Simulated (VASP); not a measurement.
C: single point with PBE

Crystal: C.

```xyz
4
Lattice="3.4446 0.0000 0.0000 0.0000 3.4446 0.0000 0.0000 0.0000 4.4370" Properties=species:S:1:pos:R:3 pbc="T T T"
C     0.6858    1.7223    0.0000
C     2.7588    1.7223    0.0000
C     1.7223    0.6858    0.0000
C     1.7223    2.7588    0.0000
```

```json
{"Program": "VASP 6.6.1", "Task": "single point", "Functional": "PBE", "Potentials or basis": "VASP PAW PBE potentials, release 64 (C)", "Cutoff": "520 eV", "k mesh": "14 × 14 × 10", "Occupations": "gaussian, width 0.1 eV", "Spin": "no spin polarisation", "Dipole correction": "no", "Further INCAR settings": "ALGO = Normal; EDIFF = 1e-06; NBANDS = 16"}
```

The pressure is 0.2 GPa, the largest force is 0.036 eV/Å and the band gap on the k mesh is zero (band 8 reaches 3.20 eV, above the bottom of band 9 at -1.11 eV).

Forces in eV/Å, atoms in the order of the input:
```
C   -0.036  0.000  0.000
C    0.036  0.000  0.000
C    0.000 -0.036  0.000
C    0.000  0.036  0.000
```

Stress tensor (GPa, compression positive):
```
 0.34  0.00  0.00
 0.00  0.34  0.00
 0.00  0.00 -0.02
```

Levels at points of the mesh, in eV from the Fermi level:
```csv
k point,band 5,band 6,band 7,band 8,band 9,band 10,band 11,band 12
"(0.00, 0.00, 0.00)",-9.15,-6.79,-2.62,1.85,3.54,4.00,4.00,6.80
"(0.50, 0.00, 0.00)",-5.82,-5.23,-4.94,-2.51,4.28,5.53,6.21,6.24
"(0.50, 0.50, 0.00)",-3.40,-3.40,-2.67,-2.20,-2.20,7.87,7.91,9.43
"(0.00, 0.00, 0.50)",-9.14,-7.13,-2.62,1.67,3.81,3.81,6.14,6.82
"(0.50, 0.00, 0.50)",-5.81,-5.51,-4.93,-2.87,4.14,5.70,6.07,8.56
"(0.50, 0.50, 0.50)",-3.39,-3.39,-2.93,-2.46,-2.46,7.64,7.92,9.14
```

Wall time 2.1 min on 1 thread of Intel(R) Xeon(R) Platinum 8259CL CPU @ 2.50GHz (Skylake/Cascade Lake) (shared host), peak memory 0.25 GiB.

Caveat: this functional lacks dispersion, which binds the layers, so the pressure and a relaxed spacing across them are unreliable.
